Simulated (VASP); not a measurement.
Set up this calculation in VASP 6.6.1, as the native input.

```yaml
Task: single point
Functional: PBE
Potentials_or_basis: VASP PAW PBE potentials, release 64 (Re)
Cutoff: 520 eV
k_mesh: 18 × 18 × 10
Occupations: gaussian, width 0.15 eV
Spin: no spin polarisation
Dipole_correction: no
Further_INCAR_settings: ALGO = Fast; EDIFF = 1e-06; NBANDS = 14
```

The structure of Re lies in POSCAR:

```
Re
1.0
    2.7286000000      0.0000000000      0.0000000000
   -1.3643000000      2.3630369168      0.0000000000
    0.0000000000      0.0000000000      5.0223000000
Re
2
Direct
    0.3333333333      0.6666666667      0.2500000000
    0.6666666667      0.3333333333      0.7500000000
```

These files were run (other wordings do the same):

INCAR

```
PREC = Accurate
ENCUT = 520
EDIFF = 1E-6
ISMEAR = 0
SIGMA = 0.15
LREAL = F
LASPH = T
NELM = 60
ALGO = Fast
ISIF = 2
LWAVE = F
LCHARG = F
GGA = PE
NBANDS = 14
```

KPOINTS

```
Automatic mesh
0
Gamma
  18 18 10
```

Potentials or basis: VASP PAW PBE potentials, release 64 (Re).

Launch:

```sh
$ cat potpaw_PBE.64/Re/POTCAR > POTCAR
$ mpirun -np 1 vasp_std > vasp.out
```

Results of the run:

- Pressure: -19.3 GPa
- Band gap on the k mesh: zero (bands 7 and 8 overlap by 2.57 eV)

Caveat: the stress differs along the axes, from -48 to -5 GPa; spin-orbit coupling is left out, which moves the levels of the heavy elements.

Run time: 81 s on 1 thread of Intel(R) Xeon(R) Platinum 8259CL CPU @ 2.50GHz (Skylake/Cascade Lake), with other jobs on the host, peak memory 0.21 GiB.
